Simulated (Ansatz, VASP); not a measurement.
## SnO2 in VASP and in Ansatz

The input POSCAR:

```
SnO2
1.0
    4.7592005652      0.0000000000      0.0000000000
    0.0000000000      4.7592005652      0.0000000000
    0.0000000000      0.0000000000      3.2012699637
Sn O
2 4
Direct
    0.5000000000      0.5000000000      0.5000000000
    0.0000000000      0.0000000000      0.0000000000
    0.1940616415      0.8059383585      0.5000000000
    0.8059383585      0.1940616415      0.5000000000
    0.3059383585      0.3059383585      0.0000000000
    0.6940616415      0.6940616415      0.0000000000
```

INCAR.step1

```
PREC = Accurate
ENCUT = 520
ISMEAR = 0
SIGMA = 0.02
LREAL = F
LASPH = T
NELM = 80
NBANDS = 35
GGA = PE
ALGO = Normal
EDIFF = 1E-4
LWAVE = T
LCHARG = F
```

Contents of INCAR.step2:

```
PREC = Accurate
ENCUT = 520
EDIFF = 1E-6
ISMEAR = 0
SIGMA = 0.02
LREAL = F
LASPH = T
NELM = 80
ALGO = Normal
ISIF = 2
LWAVE = F
LCHARG = F
METAGGA = R2SCAN
LMIXTAU = T
NBANDS = 35
ISTART = 1
```

The input KPOINTS:

```
regular mesh
0
Gamma
  6 6 8
```

Input for Ansatz:

```yaml
crystal:
  lattice:
    - [4.7592005652, 0.0, 0.0]
    - [0.0, 4.7592005652, 0.0]
    - [0.0, 0.0, 3.2012699646]
  atoms:
    - { symbol: Sn, position: [0.5, 0.5, 0.5] }
    - { symbol: Sn, position: [0.0, 0.0, 0.0] }
    - { symbol: O, position: [0.1940616415, 0.8059383585, 0.5] }
    - { symbol: O, position: [0.8059383585, 0.1940616415, 0.5] }
    - { symbol: O, position: [0.3059383585, 0.3059383585, 0.0] }
    - { symbol: O, position: [0.6940616415, 0.6940616415, 0.0] }
basis:
  ecutwfc: 500
kpoints:
  mp_grid: { grid: [6, 6, 8] }
  band_path: { path: [VBM, CBM], npoints: 2 }
hamiltonian:
  xc: r2scan
scf:
  occupations: { method: gaussian, width: 0.02 }
output:
  forces: true
  stress: true
  eigenvalues: true
checkpoint:
  read: start.run
  write: ck
  compress: false
  write_wavefunctions: false
  write_every: 100000
```

Alike in both runs: task single point; functional r2SCAN; k mesh 6 × 6 × 8; occupations gaussian, width 0.02 eV; no spin polarisation.

|  | VASP | Ansatz |
| --- | --- | --- |
| version | VASP 6.6.1 | Ansatz 0.2.0 |
| potentials or method | VASP PAW PBE potentials, release 64 (Sn_d, O), cutoff 520 eV | scalar-relativistic, plane waves, PAW |
| valence electrons in the cell | 52 | 52 |

```tsv
	VASP	Ansatz	Ansatz less VASP
gap on the k mesh at the Fermi level (eV)	1.80	1.77	-0.026
least direct gap on the mesh (eV)	1.80	1.77	-0.026
pressure (GPa)	1.1	0.0	-1.09
traceless stress, the component that is largest in VASP (GPa)	0.30	-0.04	-0.339
rms of the force components (eV/Å)	0.015	0.002	-0.0131
```

VASP's potentials were made for PBE, not for r2SCAN. Atom by atom the forces differ by 0.013 eV/Å (rms over components).
